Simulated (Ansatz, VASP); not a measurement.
## WC: VASP beside Ansatz

```xyz
2
Lattice="0.0000 2.1927 2.1927 2.1927 0.0000 2.1927 2.1927 2.1927 0.0000" Properties=species:S:1:pos:R:3 pbc="T T T"
W     0.0000    0.0000    0.0000
C     2.1927    2.1927    2.1927
```

Alike in both runs: task single point; functional r2SCAN; k mesh 14 × 14 × 14; occupations fermi-dirac, width 0.1 eV; no spin polarisation.

|  | VASP | Ansatz |
| --- | --- | --- |
| version | VASP 6.6.1 | Ansatz 0.2.0 |
| potentials or method | VASP PAW PBE potentials, release 64 (W_sv, C), cutoff 520 eV | plane waves, PAW |
| valence electrons in the cell | 18 | 18 |

```csv
,VASP,Ansatz,Ansatz less VASP
pressure (GPa),-3.5,-5.0,-1.59
```

VASP's potentials were made for PBE, not for r2SCAN.

Neither program's run includes spin-orbit coupling.
